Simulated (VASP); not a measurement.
# H6C2O in VASP: further runs

H6C2O is run at these levels: PBE+D3(BJ); tasks: single point.

Program: VASP 6.6.1. These are calculated values, not measurements. Logs are shortened: lines on timing, memory, paths and dates and some standing lists are left out, and cuts for length are marked.

### 1 The cell of the first run

The cell holds an amorphous packing of atoms, 36 atoms: a = 7.294 Å, b = 7.294 Å, c = 7.294 Å, α = 90.00°, β = 90.00°, γ = 90.00°.

### 2 Single point, PBE+D3(BJ)

File INCAR:

```
SYSTEM = H6C2O
PREC = Accurate
ENCUT = 520
EDIFF = 1E-7
ISMEAR = -1
SIGMA = 0.05
LREAL = Auto
LASPH = .True.
NELM = 100
ALGO = Normal
ISIF = 2
LWAVE = .False.
LCHARG = .False.
GGA = PE
IVDW = 12
NBANDS = 64
```

File KPOINTS:

```
Automatic mesh
0
Gamma
  1 1 1
  0 0 0
```

File POSCAR:

```
H6C2O
1.0
    7.2936330000      0.0000000000      0.0000000000
    0.0000000000      7.2936330000      0.0000000000
    0.0000000000      0.0000000000      7.2936330000
C O H
8 4 24
Direct
    0.1580865458      0.1107368627      0.7660342593
    0.0048701291      0.2400658149      0.7159387710
    0.7747334579      0.7584905780      1.0128630710
    0.6859610763      0.6211884001      0.8885937779
    0.4355817330      0.1408200075      0.1922472336
    0.2814798568      0.2156991495      0.3078652365
    0.9567769863      0.6191749909      0.4438324757
    0.8728373392      0.8087118328      0.4406286417
   -0.1697497642      0.1548703195      0.7456664187
    0.6159772339      0.4784365742      1.0041527329
    0.1150831694      0.1974110765      0.2057193088
    0.6779039783      0.7847610876      0.4456272183
   -0.2632214310      0.2444509576      0.7137679398
    0.0162954243      0.3669379301      0.7984191922
    0.0164653353      0.2803392236      0.5708432466
    0.2896598790      0.1785172394      0.7413668977
    0.1491394435      0.0722376479      0.9111204471
    0.1515396885     -0.0119830547      0.6784845731
    0.5652413465      0.3830301368      0.9267437616
    0.5763132070      0.6833121247      0.8055457056
    0.7908562619      0.5648907407      0.7960923528
    0.8329593958      0.8755530991      0.9389904306
    0.6741482086      0.8057894303      1.1143383693
    0.8839144419      0.6881123599      1.0874999761
    0.0162218055      0.2484293558      0.2790325173
    0.2729246227      0.1372600419      0.4359964999
    0.3078616798      0.3612663603      0.3430916502
    0.5692014203      0.1624685924      0.2587862936
    0.4154286558     -0.0053621690      0.1613323730
    0.4367348374      0.2172080015      0.0641888484
    0.6219028640      0.9042292112      0.4300150114
    0.9167148879      0.8877470977      0.5612229097
    0.9174333568      0.8837611570      0.3172769387
    1.1074095260      0.6228759283      0.4429033650
    0.9120510216      0.5524146224      0.5690417931
    0.9096463790      0.5355242712      0.3269747618
```

Potentials or basis: VASP PAW PBE potentials, release 64 (C, O, H).

On the command line:

```sh
> cat potpaw_PBE.64/C/POTCAR potpaw_PBE.64/O/POTCAR potpaw_PBE.64/H/POTCAR > POTCAR
> mpirun -np 1 vasp_gam > vasp.out
```

OUTCAR:

```text
SYSTEM = H6C2O
   PREC = Accurate
   ENCUT = 520
   EDIFF = 1E-7
   ISMEAR = -1
   LREAL = Auto
   LASPH = .True.
   NELM = 100
   ISIF = 2
   GGA = PE
   IVDW = 12
 IVDW          = 12

 ion  position               nearest neighbor table
   1  0.158  0.111  0.766-  16 1.09  17 1.10  18 1.10   2 1.51
   2  0.005  0.240  0.716-  15 1.10  14 1.11   9 1.43   1 1.51
   3  0.775  0.758  0.013-  24 1.09  22 1.10  23 1.10   4 1.50
   4  0.686  0.621  0.889-  21 1.10  20 1.10  10 1.43   3 1.50
   5  0.436  0.141  0.192-  30 1.09  29 1.10  28 1.10   6 1.51
   6  0.281  0.216  0.308-  26 1.10  27 1.11  11 1.43   5 1.51
   7  0.957  0.619  0.444-  35 1.09  34 1.10  36 1.10   8 1.51
   8  0.873  0.809  0.441-  32 1.10  33 1.10  12 1.43   7 1.51
   9  0.830  0.155  0.746-  13 0.97   2 1.43
  10  0.616  0.478  0.004-  19 0.97   4 1.43
  11  0.115  0.197  0.206-  25 0.97   6 1.43
  12  0.678  0.785  0.446-  31 0.97   8 1.43
  13  0.737  0.244  0.714-   9 0.97
  14  0.016  0.367  0.798-   2 1.11
  15  0.016  0.280  0.571-   2 1.10
  16  0.290  0.179  0.741-   1 1.09
  17  0.149  0.072  0.911-   1 1.10
[... 17 lines left out ...]
  35  0.912  0.552  0.569-   7 1.09
  36  0.910  0.536  0.327-   7 1.10

  LATTYP: Found a simple cubic cell.
 ALAT       =     7.2936330000

  Lattice vectors:

 A1 = (   7.2936330000,   0.0000000000,   0.0000000000)
 A2 = (   0.0000000000,   7.2936330000,   0.0000000000)
 A3 = (   0.0000000000,   0.0000000000,   7.2936330000)

Analysis of symmetry for initial positions (statically):
=====================================================================
 Subroutine PRICEL returns:
 Original cell was already a primitive cell.

 Routine SETGRP: Setting up the symmetry group for a
 simple cubic supercell.

 Subroutine GETGRP returns: Found  1 space group operations
 (whereof  1 operations were pure point group operations)
 out of a pool of 48 trial point group operations.

The static configuration has the point symmetry C_1 .

Analysis of symmetry for dynamics (positions and initial velocities):
=====================================================================
 Subroutine PRICEL returns:
 Original cell was already a primitive cell.

 Routine SETGRP: Setting up the symmetry group for a
 simple cubic supercell.

 Subroutine GETGRP returns: Found  1 space group operations
 (whereof  1 operations were pure point group operations)
 out of a pool of 48 trial point group operations.

The dynamic configuration has the point symmetry C_1 .
[... 147 lines left out ...]
   IBRION =     -1    ionic relax: 0-MD 1-quasi-New 2-CG
   NFREE  =      0    steps in history (QN), initial steepest desc. (CG)
   ISIF   =      2    stress and relaxation
   ISYM   =      2    0-nonsym 1-usesym 2-fastsym
   POTIM  = 0.5000    time-step for ionic-motion
   TEBEG  =    0.0;   TEEND  =   0.0 temperature during run
   PSTRESS=    0.0 pullay stress
   NELECT =      80.0000    total number of electrons
   NUPDOWN=      -1.0000    fix difference up-down
   EMIN   =  10.00;   EMAX   =-10.00  energy-range for DOS
   EFERMI =   0.00;   METHOD = LEGACY
   ISMEAR =    -1;   SIGMA  =   0.05  broadening in eV -4-tet -1-fermi 0-gaus
   EFERMI_NEDOS =   21; number of points for ismear=-14 and -15
   IALGO  =     38    algorithm
   IMIX   =      4    mixing-type and parameters
     AMIX     =   0.40;   BMIX     =  1.00
     AMIX_MAG =   1.60;   BMIX_MAG =  1.00
  volume/ion in A,a.u.               =      10.78        72.73
  Fermi-wavevector in a.u.,A,eV,Ry     =   0.967151  1.827650 12.726630  0.935381
  Thomas-Fermi vector in A             =   2.097013
   LORBIT       =      0    0 simple, 1 ext, 2 COOP (PROOUT), +10 PAW based schemes
   GGA     = PE    functional components
   LHFCALC =     F    Hartree Fock is set to
   AEXX    =    0.0000 exact exchange contribution
   IVDW    =    12    specifies the selected vdW correction
   LEPSILON=     F    determine dielectric tensor
   LRPA    =     F    only Hartree local field effects (RPA)
 non-spin polarized calculation
  energy-cutoff  :      520.00
  volume of cell :      388.00
 maximum number of plane-waves:      5198
 NGX is ok and might be reduce to    54
   NGX = 27   NGY = 27   NGZ = 27

 number of electron      80.0000020 magnetization

 Free energy of the ion-electron system (eV)
  ---------------------------------------------------
  ext. energy  EPLUGINS =         0.00000000
  ---------------------------------------------------
  free energy    TOTEN  =      -187.08878492 eV

  energy without entropy =     -187.08878492  energy(sigma->0) =     -187.08878492

 E-fermi :  -1.6924     XC(G=0):  -6.4174

 val. band max:       -2.9033511037   @ k =   0.0000   0.0000   0.0000
 cond. band min:       1.4437632849   @ k =   0.0000   0.0000   0.0000
 fundamental gap:      4.3471143886
 Fermi energy:        -1.6924083553

 k-point     1 :       0.0000    0.0000    0.0000
  band No.  band energies     occupation
      1     -22.6578      2.00000
      2     -22.4892      2.00000
      3     -22.3061      2.00000
      4     -22.2437      2.00000
      5     -15.7233      2.00000
      6     -15.6425      2.00000
[... 44 lines left out ...]
     51       5.2318      0.00000
     52       5.4477      0.00000
 [bands above 52 left out]

------------------------ aborting loop because EDIFF is reached ----------------------------------------

 Edisp (eV)   -1.35096

 E8    (eV) :    -0.3005

  FORCE on cell =-STRESS in cart. coord.  units (eV):
  Direction    XX          YY          ZZ          XY          YZ          ZX
  --------------------------------------------------------------------------------------
  -------------------------------------------------------------------------------------
  Total       1.61133     2.01350     4.25372     0.41985    -0.66064    -0.33428
  in kB       6.65368     8.31440    17.56499     1.73368    -2.72800    -1.38033
  external pressure =       10.84 kB  Pullay stress =        0.00 kB

 VOLUME and BASIS-vectors are now :
 -----------------------------------------------------------------------------
  energy-cutoff  :      520.00
  volume of cell :      388.00
      direct lattice vectors                 reciprocal lattice vectors
     7.293633000  0.000000000  0.000000000     0.137105884  0.000000000  0.000000000
     0.000000000  7.293633000  0.000000000     0.000000000  0.137105884  0.000000000
     0.000000000  0.000000000  7.293633000     0.000000000  0.000000000  0.137105884

 POSITION                                       TOTAL-FORCE (eV/Angst)
 -----------------------------------------------------------------------------------
      1.15303      0.80767      5.58717        -0.162905     -0.153650     -0.010279
      0.03552      1.75095      5.22179         0.127285      0.309040      0.021333
      5.65062      5.53215      0.09382         0.033649      0.161324      0.148464
      5.00315      4.53072      6.48108         0.020067      0.105779     -0.170436
      3.17697      1.02709      1.40218         0.066280     -0.032221      0.077561
      2.05301      1.57323      2.24546         0.142800      0.064155      0.135543
[... 28 lines left out ...]
      6.65217      4.02911      4.15038         0.026945     -0.199251      0.186003
      6.63463      3.90592      2.38483        -0.011105      0.155548      0.038012
 -----------------------------------------------------------------------------------
    total drift:                               -0.026906     -0.015050     -0.020814

  FREE ENERGIE OF THE ION-ELECTRON SYSTEM (eV)
  ---------------------------------------------------
  free  energy   TOTEN  =      -188.4397487105 eV

  energy  without entropy=     -188.4397487104  energy(sigma->0) =     -188.43974871
```

Wall time 1.9 min (1 thread of AMD EPYC 7R13, shared host); peak memory 0.32 GiB.

What came out:

| Item | Value |
| --- | --- |
| Free energy | -188.4397 eV |
| Pressure | 1.1 GPa |
| Largest force | 0.335 eV/Å |
| Band gap on the k mesh | 4.35 eV |
| Dispersion energy per atom | -0.038 eV |

Forces on the atoms (eV/Å):
```
C   -0.163 -0.154 -0.010
C    0.127  0.309  0.021
C    0.034  0.161  0.148
C    0.020  0.106 -0.170
C    0.066 -0.032  0.078
C    0.143  0.064  0.136
C    0.050 -0.026 -0.154
C    0.238 -0.017 -0.097
O   -0.147 -0.032  0.009
O   -0.131 -0.137  0.106
O   -0.126 -0.018 -0.017
O   -0.146 -0.022 -0.022
H    0.112 -0.061  0.003
H   -0.017 -0.073  0.002
H    0.062 -0.001 -0.036
H    0.038 -0.012  0.060
H    0.010 -0.002  0.017
H    0.109 -0.064  0.142
H   -0.035 -0.052  0.012
H   -0.035 -0.014 -0.073
H   -0.069 -0.022 -0.177
H   -0.093  0.006 -0.064
H    0.076  0.053 -0.056
H    0.158  0.062  0.029
H   -0.040  0.031 -0.066
H   -0.093 -0.045  0.178
H    0.001 -0.108 -0.079
H   -0.094 -0.054 -0.058
H    0.035  0.027  0.047
H    0.072 -0.081 -0.234
H   -0.079  0.117  0.030
H    0.018 -0.005  0.054
H   -0.088  0.059  0.020
H   -0.029  0.082 -0.001
H    0.027 -0.199  0.186
H   -0.011  0.156  0.038
```

Caveat: the k points lie up to 0.86 Å⁻¹ apart.

### 3 Single point, PBE+D3(BJ)

File INCAR:

```
ALGO = Normal
EDIFF = 1E-7
ENCUT = 520
GGA = PE
ISIF = 2
ISMEAR = -1
IVDW = 12
LASPH = T
LCHARG = F
LREAL = Auto
LWAVE = F
NBANDS = 64
NELM = 80
PREC = Accurate
SIGMA = 0.05
```

File KPOINTS:

```
k-points
0
Gamma
  1 1 1
```

File POSCAR:

```
H6C2O
1.0
    7.2936330000      0.0000000000      0.0000000000
    0.0000000000      7.2936330000      0.0000000000
    0.0000000000      0.0000000000      7.2936330000
C O H
8 4 24
Direct
    0.2027247601      0.0991549753      0.8024258967
    0.0847999893      0.2789282104      0.7900863671
    0.7548227337      0.7610473409      0.8994420202
    0.6106696073      0.6050345555      0.9247928981
    0.4344885464      0.1230662415      0.3234053592
    0.3012627589      0.2697146950      0.2677952126
    0.9307844253      0.5734590704      0.3753547786
    0.9132622933      0.7771435717      0.4166647815
   -0.1061747966      0.2534676477      0.7159532156
    0.6952502272      0.4408365488      0.9774689788
    0.1208999685      0.2052886401      0.3087350296
    0.7333656629      0.8192899204      0.4829691870
   -0.0722548009      0.2537692807      0.5827959811
    0.0618073325      0.3631523549      0.9134542415
    0.1516665289      0.3821415199      0.6922887401
    0.3499627689      0.1348710581      0.8127773909
    0.1637044255      0.0201134332      0.9217080157
    0.1933878494      0.0126411625      0.6791402858
    0.7509974796      0.3947552612      0.8598184197
    0.5114872108      0.6479075654      1.0351905559
    0.5271309922      0.5813700799      0.8011782331
    0.6841309400      0.8835103165      0.8668108198
    0.8538268926      0.7737159246      1.0175450287
    0.8443528760      0.7285532464      0.7843416306
    0.0276405462      0.2817663022      0.2570324007
    0.3322623993      0.4109063343      0.3378014770
    0.3170162250      0.2999876742      0.1160052884
    0.5645746091      0.1278238156      0.2456663229
    0.4612516149      0.1258220697      0.4719184527
    0.3824157316     -0.0127919790      0.2940647000
    0.7430179171      0.9249162934      0.5612566467
    1.0046707862      0.8261315040      0.5139551167
    0.9445772772      0.8625331162      0.2981641659
    1.0714139305      0.5528109243      0.3151104532
    0.8989347284      0.4904688788      0.4975846742
    0.8253911322      0.5423771665      0.2728407092
```

Potentials or basis: VASP PAW PBE potentials, release 64 (C, O, H).

On the command line:

```sh
> cat potpaw_PBE.64/C/POTCAR potpaw_PBE.64/O/POTCAR potpaw_PBE.64/H/POTCAR > POTCAR
> mpirun -np 1 vasp_gam > vasp.out
```

It took 1.8 min on 1 thread of AMD EPYC 7R13, shared host; peak memory 0.32 GiB.

It converged, with:

| Property | Result |
| --- | --- |
| Free energy | -188.3337 eV |
| Pressure | -0.7 GPa |
| Largest force | 2.554 eV/Å |
| Band gap on the k mesh | 4.68 eV |
| Dispersion energy per atom | -0.037 eV |

Forces in eV/Å, atoms in the order of the input:
```
C   -0.279  1.201 -0.086
C    0.125  0.747 -1.324
C    0.575 -1.681  0.448
C   -0.068  1.488  0.834
C    0.828 -0.037  0.298
C    0.259  1.717 -0.828
C    0.155  0.790 -0.382
C   -1.202 -0.247 -0.795
O    1.834 -0.312 -0.952
O    0.498 -1.089 -0.763
O    0.184 -0.708  0.641
O   -0.541 -0.576 -0.506
H   -0.818 -0.234  0.805
H    0.290 -0.715  0.320
H   -0.261 -0.934  0.625
H   -0.300  0.091  0.190
H   -0.117 -0.341  0.378
H   -0.322  0.258 -0.012
H   -0.154 -0.195  0.982
H    0.481 -0.285 -0.348
H    0.067  0.318 -0.244
H   -0.369  1.406 -0.020
H   -1.055  0.102 -0.299
H   -0.041 -0.148 -0.312
H   -0.310  0.621 -0.458
H   -0.286 -1.434 -0.454
H   -0.202 -0.272  0.813
H   -0.164  0.382  0.317
H    0.149  0.043 -0.131
H   -0.483 -0.443 -0.163
H    0.020  0.406  0.301
H    1.838  0.300  1.748
H   -0.049  0.008 -0.773
H   -0.795 -0.157  0.504
H    0.414  0.192 -0.100
H    0.098 -0.262 -0.253
```

Stress tensor (GPa, compression positive):
```
-1.77 -0.38  1.52
-0.38 -0.45 -0.66
 1.52 -0.66  0.12
```

Levels at points of the mesh, in eV from the valence-band top:
| k point | band 36 | band 37 | band 38 | band 39 | band 40 | band 41 | band 42 | band 43 | band 44 | band 45 |
| --- | --- | --- | --- | --- | --- | --- | --- | --- | --- | --- |
| (0.00, 0.00, 0.00) | -1.45 | -1.01 | -0.61 | -0.21 | 0.00 | 4.68 | 5.57 | 5.99 | 6.43 | 6.69 |

Caveat: the k points lie up to 0.86 Å⁻¹ apart.

### 4 Single point, PBE+D3(BJ)

File INCAR:

```
SYSTEM = H6C2O
PREC     = Accurate       ! precision mode
ENCUT    = 520            ! plane-wave cutoff, eV
EDIFF    = 1E-7           ! SCF threshold, eV
ISMEAR   = -1             ! smearing method
SIGMA    = 0.05           ! smearing width, eV
LREAL    = Auto         
LASPH    = .True.         ! aspherical terms in the spheres
NELM     = 80             ! most SCF steps
ALGO     = Normal         ! electronic algorithm
ISIF     = 2              ! what is computed and relaxed
LWAVE    = .False.        ! write WAVECAR
LCHARG   = .False.        ! write CHGCAR
GGA      = PE             ! functional
IVDW     = 12             ! dispersion correction
NBANDS   = 64             ! bands
```

File KPOINTS:

```
regular mesh
0
Gamma
  1 1 1
  0 0 0
```

File POSCAR:

```
H6C2O
1.0
    7.2936330000      0.0000000000      0.0000000000
    0.0000000000      7.2936330000      0.0000000000
    0.0000000000      0.0000000000      7.2936330000
C O H
8 4 24
Direct
    0.2403603252      0.0924504976      0.8013838920
    0.1151415214      0.2589107513      0.8126814168
    0.7169129568      0.7236859875      0.9047343073
    0.5553885149      0.5908440965      0.9570402021
    0.4660366103      0.1828444069      0.3432034488
    0.2882788317      0.2525079066      0.2671371044
    0.9384212230      0.6177716921      0.3411057288
    0.8995517049      0.8192487886      0.3831835246
   -0.0244596897      0.2775023092      0.6758771657
    0.6224607133      0.4110434402      0.9687901763
    0.1262059662      0.1690378444      0.3529928089
    0.7291565123      0.8186043910      0.4713837398
    0.0264888568      0.2470922241      0.5577878679
    0.0510856524      0.2706744362      0.9528584726
    0.2076057295      0.3826762328      0.7925268518
    0.3549534231      0.1410408229      0.8848265330
    0.1829403810     -0.0343587345      0.8622314833
    0.2965188953      0.0519631300      0.6708042480
    0.6911233400      0.3984434095      0.8605176597
    0.4908116435      0.6102994214      1.0956679614
    0.4395203323      0.6078040943      0.8596401821
    0.6963470742      0.8653986292      0.9260679829
    0.8328496923      0.6794419187      0.9998446590
    0.7474190160      0.7148289474      0.7593746491
    0.0214159391      0.1957872023      0.2786814198
    0.2842890505      0.3984434095      0.3061985707
    0.2909386858      0.2156812661      0.1201321756
    0.5739252304      0.2205348144      0.2608302337
    0.4961313518      0.2551951819      0.4791713540
    0.4660091891      0.0317400121      0.3632757502
    0.7047927967      0.9457152560      0.5123372673
    1.0046982073      0.8652478127      0.4725765610
    0.8927649636      0.9150995121      0.2598979137
    1.0510537067      0.6035126802      0.2481068077
    0.9651568704      0.5430489853      0.4781704810
    0.8171373580      0.5576644726      0.2772280974
```

On the command line:

```sh
> cat potpaw_PBE.64/C/POTCAR potpaw_PBE.64/O/POTCAR potpaw_PBE.64/H/POTCAR > POTCAR
> mpirun -np 1 vasp_gam > vasp.out
```

Wall time 80 s (1 thread of AMD EPYC 7R13, shared host); peak memory 0.32 GiB.

Results (log left out):

* Free energy: -188.1142 eV
* Pressure: 0.7 GPa
* Largest force: 3.781 eV/Å
* Band gap on the k mesh: 4.70 eV
* Dispersion energy per atom: -0.037 eV

Forces on the atoms (eV/Å):
```
C   -0.310 -0.282  1.201
C    0.400  1.129 -0.819
C    0.098 -1.957  1.489
C   -0.395  1.717  0.793
C   -1.388 -0.640  3.458
C   -0.197 -0.034  0.104
C   -0.425 -0.086  1.444
C   -0.147 -0.614 -1.440
O   -1.161 -0.115  1.531
O   -0.755 -0.623  0.827
O    1.151 -0.227  0.272
O   -1.302  1.108  0.899
H    0.734 -0.343 -0.782
H    0.133 -0.071 -0.860
H   -0.411 -0.499  0.502
H    0.508 -0.540  0.145
H   -0.046  0.269  0.024
H   -0.035  0.337 -0.789
H    1.303 -0.834 -1.627
H    0.533  0.575 -0.512
H    0.165 -0.233 -0.151
H   -0.627  1.395  0.531
H   -0.541  0.435 -1.100
H    0.324 -0.501 -0.302
H   -0.452  0.205 -0.630
H   -0.157  0.156 -0.930
H   -0.363  0.694  0.328
H    1.854  0.631 -1.866
H   -0.267 -0.858 -0.766
H    0.012  0.381 -0.091
H    0.007 -0.716 -0.087
H    0.994  0.753  0.713
H    0.243 -0.867  0.411
H    0.856 -0.189 -0.433
H   -0.172  0.653 -1.396
H   -0.165 -0.211 -0.089
```

Stress tensor (GPa, compression positive):
```
 1.54 -0.81 -0.76
-0.81 -0.19  0.82
-0.76  0.82  0.81
```

Levels at points of the mesh, in eV from the valence-band top:
```csv
k point,band 37,band 38,band 39,band 40,band 41,band 42,band 43,band 44
"(0.00, 0.00, 0.00)",-0.81,-0.27,-0.23,0.00,4.70,5.60,6.15,6.53
```

Caveat: the k points lie up to 0.86 Å⁻¹ apart.
